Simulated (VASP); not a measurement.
## Ca: single point with PBEsol

Crystal: Ca.

```
Ca
1.0
     0.00000    2.79420    2.79420
     2.82214    0.00000    2.79420
     2.82214    2.79420    0.00000
Ca
1
Direct
  0.00000 0.00000 0.00000
```

This cell differs from its parent crystal: strain +0.0100 x Voigt [1, 0, 0, 0, 0, 0].

```
Program             : VASP 6.6.1
Task                : single point
Functional          : PBEsol
Potentials or basis : VASP PAW PBE potentials, release 64 (Ca_sv)
Cutoff              : 520 eV
k mesh              : 14 × 14 × 14
Occupations         : gaussian, width 0.15 eV
Spin                : no spin polarisation
```

The pressure is -1.3 GPa and the band gap on the k mesh is zero (band 5 reaches 1.91 eV, above the bottom of band 6 at 1.54 eV).

Stress tensor (GPa, compression positive):
```
-1.36  0.00  0.00
 0.00 -1.28  0.00
 0.00  0.00 -1.28
```

Levels at points of the mesh, in eV from the Fermi level:
```tsv
k point	band 2	band 3	band 4	band 5	band 6	band 7	band 8	band 9
(0.00, 0.00, 0.00)	-22.94	-22.94	-22.94	-3.95	2.24	2.29	2.29	3.27
(0.50, 0.00, 0.00)	-23.06	-22.96	-22.95	-0.98	-0.18	2.14	2.19	3.94
(0.50, 0.50, 0.00)	-23.05	-22.98	-22.98	-0.41	0.58	0.92	3.94	4.11
(0.00, 0.50, 0.50)	-23.05	-22.98	-22.98	-0.44	0.60	0.83	3.95	4.12
```

Run time: 42 s on 1 thread of Intel(R) Xeon(R) 6975P-C (Granite Rapids), with other jobs on the host, peak memory 0.25 GiB.

Caveat: the cell differs from its parent crystal (strain +0.0100 x Voigt [1, 0, 0, 0, 0, 0]); the PAW data sets were made with another functional, which shifts forces and pressure a little.
